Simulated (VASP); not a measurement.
# C (C2/m) in VASP: further runs, part 3 of 3

VASP 6.6.1. The steps go on from the part before.

## (4) Single point, HSE06

This run uses another cell than the first one, of 8.60 Å³/atom.

POSCAR

```
C
1.0
    2.0838934217     -1.2032084158      0.0000000000
    2.0838934217      1.2032084158      0.0000000000
   -1.3509174534      0.0000000000      3.4313236862
C
2
Direct
    0.1666444700      0.1666444700      0.9999069600
    0.8333555300      0.8333555300      0.0000930400
```

INCAR.step1

```
PREC     = Accurate       # precision mode
ENCUT    = 520            # plane-wave cutoff, eV
EDIFF    = 1E-5           # SCF threshold, eV
ISMEAR   = -1             # smearing method
SIGMA    = 0.05           # smearing width, eV
LREAL    = F              # projectors in reciprocal space
LASPH    = T              # aspherical terms in the spheres
NELM     = 80             # most SCF steps
ALGO     = Normal         # electronic algorithm
ISIF     = 2              # what is computed and relaxed
LWAVE    = T              # write WAVECAR
LCHARG   = F              # write CHGCAR
NBANDS   = 11             # bands
GGA      = PE             # functional
```

INCAR.step2

```
PREC     = Accurate       # precision mode
ENCUT    = 520            # plane-wave cutoff, eV
EDIFF    = 1E-7           # SCF threshold, eV
ISMEAR   = -1             # smearing method
SIGMA    = 0.05           # smearing width, eV
LREAL    = F              # projectors in reciprocal space
LASPH    = T              # aspherical terms in the spheres
NELM     = 80             # most SCF steps
ALGO     = Normal         # electronic algorithm
ISIF     = 2              # what is computed and relaxed
LWAVE    = F              # write WAVECAR
LCHARG   = F              # write CHGCAR
GGA      = PE             # functional
LHFCALC  = T              # exact exchange
HFSCREEN = 0.2079         # screening, 1/A
PRECFOCK = Normal       
NBANDS   = 11             # bands
ISTART   = 1
```

KPOINTS

```
regular mesh
0
Gamma
  8 8 4
```

Potentials or basis: VASP PAW PBE potentials, release 64 (C).

Launch:

```bash
$ cat potpaw_PBE.64/C/POTCAR > POTCAR
$ cp INCAR.step1 INCAR
$ mpirun -np 1 vasp_std > vasp.out
$ cp INCAR.step2 INCAR
$ mpirun -np 1 vasp_std > vasp.out
```

OUTCAR:

```text
PREC = Accurate
   ENCUT = 520
   EDIFF = 1E-7
   ISMEAR = -1
   LREAL = F
   LASPH = T
   NELM = 80
   ISIF = 2
   GGA = PE
   LHFCALC = T
   HFSCREEN = 0.2079
   PRECFOCK = Normal
   ISTART = 1

 ion  position               nearest neighbor table
   1  0.167  0.167  1.000-   2 1.39   2 1.39   2 1.39
   2  0.833  0.833  0.000-   1 1.39   1 1.39   1 1.39

  LATTYP: Found a base centered monoclinic cell.
 ALAT       =     4.1677868434
 B/A-ratio  =     0.5773848141
 C/A-ratio  =     0.8848045598
 COS(beta)  =    -0.3663329314

  Lattice vectors:

 A1 = (   2.0838934217,  -1.2032084158,   0.0000000000)
 A2 = (   2.0838934217,   1.2032084158,   0.0000000000)
 A3 = (  -1.3509174534,   0.0000000000,   3.4313236862)

Analysis of symmetry for initial positions (statically):
=====================================================================
 Subroutine PRICEL returns:
 Original cell was already a primitive cell.

 Routine SETGRP: Setting up the symmetry group for a
 base centered monoclinic supercell.

 Subroutine GETGRP returns: Found  4 space group operations
 (whereof  4 operations were pure point group operations)
 out of a pool of  4 trial point group operations.

The static configuration has the point symmetry C_2h.

Analysis of symmetry for dynamics (positions and initial velocities):
=====================================================================
 Subroutine PRICEL returns:
 Original cell was already a primitive cell.

 Routine SETGRP: Setting up the symmetry group for a
 base centered monoclinic supercell.

 Subroutine GETGRP returns: Found  4 space group operations
 (whereof  4 operations were pure point group operations)
 out of a pool of  4 trial point group operations.

The dynamic configuration has the point symmetry C_2h.

[... 129 lines left out ...]
   NKREDZ  =     1    reduce k-point grid by
   AEXX    =    0.2500 exact exchange contribution
   HFSCREEN=    0.2079 screening length (either q_TF or 0.3 A-1)
   HFSCREENC=   0.2079 screening length for correlation (either q_TF or 0.3 A-1)
   ENCUTFOCK=  -1.0 apply spherical cutoff to Coloumb kernel
   IVDW    =     0    specifies the selected vdW correction
   LEPSILON=     F    determine dielectric tensor
   LRPA    =     F    only Hartree local field effects (RPA)
 non-spin polarized calculation
  energy-cutoff  :      520.00
  volume of cell :       17.21
 maximum number of plane-waves:       476
 NGX is ok and might be reduce to    18
  NGX = 14; NGY = 14; NGZ = 24

 number of electron       8.0000001 magnetization

 Free energy of the ion-electron system (eV)
  ---------------------------------------------------
  ext. energy  EPLUGINS =         0.00000000
  ---------------------------------------------------
  free energy    TOTEN  =       -21.10766759 eV

  energy without entropy =      -21.10766759  energy(sigma->0) =      -21.10766759

 E-fermi :   4.8878     XC(G=0):  -8.5236

 val. band max:        3.8764259452   @ k =  -0.3750   0.3750   0.5000
 cond. band min:       6.0190105657   @ k =  -0.3750   0.3750   0.5000
 fundamental gap:      2.1425846205
 Fermi energy:         4.8878412874

 k-point     1 :       0.0000    0.0000    0.0000
  band No.  band energies     occupation
      1     -17.9263      2.00000
      2      -3.5193      2.00000
      3       0.9164      2.00000
      4       0.9204      2.00000
      5       9.0420      0.00000
      6      14.6600      0.00000
      7      14.6631      0.00000
      8      18.8387      0.00000
      9      20.5316      0.00000
     10      29.5522      0.00000
     11      31.3047      0.00000
[... 309 lines left out ...]
 k-point    24 :       0.2500    0.0000    0.2500
  band No.  band energies     occupation
      1     -16.0763      2.00000
      2      -4.0766      2.00000
      3      -2.8689      2.00000
      4      -1.4066      2.00000
      5      13.9932      0.00000
      6      14.3473      0.00000
      7      15.2290      0.00000
      8      20.4597      0.00000
      9      22.1990      0.00000
     10      25.8660      0.00000
     11      29.3969      0.00000

 [... further k-points ...]

------------------------ aborting loop because EDIFF is reached ----------------------------------------

  FORCE on cell =-STRESS in cart. coord.  units (eV):
  Direction    XX          YY          ZZ          XY          YZ          ZX
  --------------------------------------------------------------------------------------
  -------------------------------------------------------------------------------------
  Total        2.7606891      2.7557343      0.2232722      0.0000000      0.0000000     -0.0046112
  in kB      257.0514384    256.5900875     20.7891755      0.0000000      0.0000000     -0.4293514
  external PRESSURE =     178.1435671 kB  Pullay stress =       0.0000000 kB

 VOLUME and BASIS-vectors are now :
 -----------------------------------------------------------------------------
  energy-cutoff  :      520.00
  volume of cell :       17.21
      direct lattice vectors                 reciprocal lattice vectors
     2.083893422 -1.203208416  0.000000000     0.239935495 -0.415555604  0.094462976
     2.083893422  1.203208416  0.000000000     0.239935495  0.415555604  0.094462976
    -1.350917453  0.000000000  3.431323686     0.000000000  0.000000000  0.291432721

 POSITION                                       TOTAL-FORCE (eV/Angst)
 -----------------------------------------------------------------------------------
     -0.65625      0.00000      3.43100        -0.004314      0.000000      0.005459
      3.47312      0.00000      0.00032         0.004314      0.000000     -0.005459
 -----------------------------------------------------------------------------------
    total drift:                               -0.000000      0.000000     -0.000000

  FREE ENERGIE OF THE ION-ELECTRON SYSTEM (eV)
  ---------------------------------------------------
  free  energy   TOTEN  =       -21.1076675926 eV

  energy  without entropy=      -21.1076675926  energy(sigma->0) =      -21.10766759
```

OUTCAR.step1:

```text
PREC = Accurate
   ENCUT = 520
   EDIFF = 1E-5
   ISMEAR = -1
   LREAL = F
[... 561 lines left out ...]
     -0.65625      0.00000      3.43100        -0.003886      0.000000      0.002393
      3.47312      0.00000      0.00032         0.003886      0.000000     -0.002393
 -----------------------------------------------------------------------------------
    total drift:                               -0.000000     -0.000000      0.000000

  FREE ENERGIE OF THE ION-ELECTRON SYSTEM (eV)
  ---------------------------------------------------
  free  energy   TOTEN  =       -18.3414892610 eV

  energy  without entropy=      -18.3414892594  energy(sigma->0) =      -18.34148926
```

OSZICAR.step1:

```text
N       E                     dE             d eps       ncg     rms          rms(c)
DAV:   1     0.130111376399E+01    0.13011E+01   -0.41098E+03  1732   0.648E+02
DAV:   2    -0.193530101308E+02   -0.20654E+02   -0.19855E+02  2280   0.123E+02
DAV:   3    -0.198241502152E+02   -0.47114E+00   -0.47022E+00  2184   0.151E+01
DAV:   4    -0.198259595033E+02   -0.18093E-02   -0.18092E-02  1966   0.114E+00
DAV:   5    -0.198259672279E+02   -0.77246E-05   -0.77242E-05  2194   0.700E-02    0.692E+00
DAV:   6    -0.186954452457E+02    0.11305E+01   -0.95430E-01  1977   0.574E+00    0.404E+00
DAV:   7    -0.183366247083E+02    0.35882E+00   -0.10778E+00  2065   0.615E+00    0.119E+00
DAV:   8    -0.183417215603E+02   -0.50969E-02   -0.28790E-02  1892   0.106E+00    0.149E-01
DAV:   9    -0.183414023786E+02    0.31918E-03   -0.74799E-04  2063   0.175E-01    0.687E-02
DAV:  10    -0.183414890294E+02   -0.86651E-04   -0.20057E-04  1949   0.980E-02    0.346E-02
DAV:  11    -0.183414892610E+02   -0.23160E-06   -0.92509E-06  2067   0.179E-02
   1 F= -.18341489E+02 E0= -.18341489E+02  d E =-.155842E-08
```

Run time: 40 min. Hardware: 1 thread of Oxide Virtual Turin-like, shared host; peak memory 0.19 GiB.

What came out:

* Free energy: -21.1077 eV
* Pressure: 17.8 GPa
* Largest force: 0.007 eV/Å

Forces on the atoms (eV/Å):
```
C   -0.004  0.000  0.005
C    0.004  0.000 -0.005
```

Caveat: the k points lie up to 0.46 Å⁻¹ apart; this functional lacks dispersion, which binds layers or chains, so the pressure and a relaxed spacing across them are unreliable; the PAW data sets were made with another functional, which shifts forces and pressure a little.

## (5) Single point, HSE06

This run uses another cell than the first one, of 8.97 Å³/atom.

POSCAR

```
C
1.0
    2.1130425595     -1.2200386853      0.0000000000
    2.1130425595      1.2200386853      0.0000000000
   -1.3698138511      0.0000000000      3.4793204435
C
2
Direct
    0.1666444700      0.1666444700      0.9999069600
    0.8333555300      0.8333555300      0.0000930400
```

INCAR.step1

```
SYSTEM = C
ALGO     = Normal         ! electronic algorithm
EDIFF    = 1E-5           ! SCF threshold, eV
ENCUT    = 520            ! plane-wave cutoff, eV
GGA      = PE             ! functional
ISIF     = 2              ! what is computed and relaxed
ISMEAR   = -1             ! smearing method
LASPH    = .True.         ! aspherical terms in the spheres
LCHARG   = .False.        ! write CHGCAR
LREAL    = .False.        ! projectors in reciprocal space
LWAVE    = .True.         ! write WAVECAR
NBANDS   = 11             ! bands
NELM     = 100            ! most SCF steps
PREC     = Accurate       ! precision mode
SIGMA    = 0.05           ! smearing width, eV
```

INCAR.step2

```
SYSTEM = C
ALGO     = Normal         ! electronic algorithm
EDIFF    = 1E-7           ! SCF threshold, eV
ENCUT    = 520            ! plane-wave cutoff, eV
GGA      = PE             ! functional
HFSCREEN = 0.2079         ! screening, 1/A
ISIF     = 2              ! what is computed and relaxed
ISMEAR   = -1             ! smearing method
ISTART   = 1            
LASPH    = .True.         ! aspherical terms in the spheres
LCHARG   = .False.        ! write CHGCAR
LHFCALC  = .True.         ! exact exchange
LREAL    = .False.        ! projectors in reciprocal space
LWAVE    = .False.        ! write WAVECAR
NBANDS   = 11             ! bands
NELM     = 100            ! most SCF steps
PREC     = Accurate       ! precision mode
PRECFOCK = Normal       
SIGMA    = 0.05           ! smearing width, eV
```

KPOINTS

```
k-points
0
Gamma
  8 8 4
  0 0 0
```

Launch:

```bash
$ cat potpaw_PBE.64/C/POTCAR > POTCAR
$ cp INCAR.step1 INCAR
$ mpirun -np 1 vasp_std > vasp.out
$ cp INCAR.step2 INCAR
$ mpirun -np 1 vasp_std > vasp.out
```

Run time: 32 min. Hardware: 1 thread of Oxide Virtual Turin-like, shared host; peak memory 0.2 GiB.

It converged, with:

```yaml
Free_energy: -21.1584 eV
Pressure: 4.5 GPa
Largest_force: 0.007 eV/Å
```

Forces in eV/Å, atoms in the order of the input:
```
C   -0.004  0.000  0.006
C    0.004  0.000 -0.006
```

Stress tensor (GPa, compression positive):
```
 5.94  0.00 -0.04
 0.00  5.89  0.00
-0.04  0.00  1.72
```

Caveat: the k points lie up to 0.45 Å⁻¹ apart; this functional lacks dispersion, which binds layers or chains, so the pressure and a relaxed spacing across them are unreliable; the PAW data sets were made with another functional, which shifts forces and pressure a little.

## (6) Overview

```csv
task,level,potentials or basis,cell,k mesh,cutoff (eV),grid for exact exchange (PRECFOCK),share of exact exchange,screening parameter,pressure (GPa),largest force (eV/Å)
single point,HSE06,"VASP PAW PBE potentials, release 64 (C)","a = 2.505, b = 2.505, c = 3.838 Å, angles 108.5, 108.5, 60.0°, 2 atoms",8 × 8 × 4,520,Normal,0.25,0.2079 1/Å,-15.9,0.01
relaxation of cell and atoms,LDA,"VASP PAW LDA potentials, release 64 (C_h)","relaxed from a = 2.456, b = 2.456, c = 3.765 Å, angles 108.5, 108.5, 60.0°, 2 atoms",13 × 13 × 8,1300,-,-,-,0.0,-
single point,HSE06,"VASP PAW PBE potentials, release 64 (C)","a = 2.406, b = 2.406, c = 3.688 Å, angles 108.5, 108.5, 60.0°, 2 atoms",8 × 8 × 4,520,Normal,0.25,0.2079 1/Å,17.8,0.01
single point,HSE06,"VASP PAW PBE potentials, release 64 (C)","a = 2.440, b = 2.440, c = 3.739 Å, angles 108.5, 108.5, 60.0°, 2 atoms",8 × 8 × 4,520,Normal,0.25,0.2079 1/Å,4.5,0.01
```

Alike in all rows: no spin polarisation; smearing fermi-dirac 0.05 eV.

Caveats: some runs use coarse meshes; this functional lacks dispersion, which binds layers or chains, so the pressure and a relaxed spacing across them are unreliable (at least some runs); the PAW data sets were made with another functional, which shifts forces and pressure a little (at least some runs).

Total energies depend on the potentials used, so only differences within one code and one set of settings carry meaning.
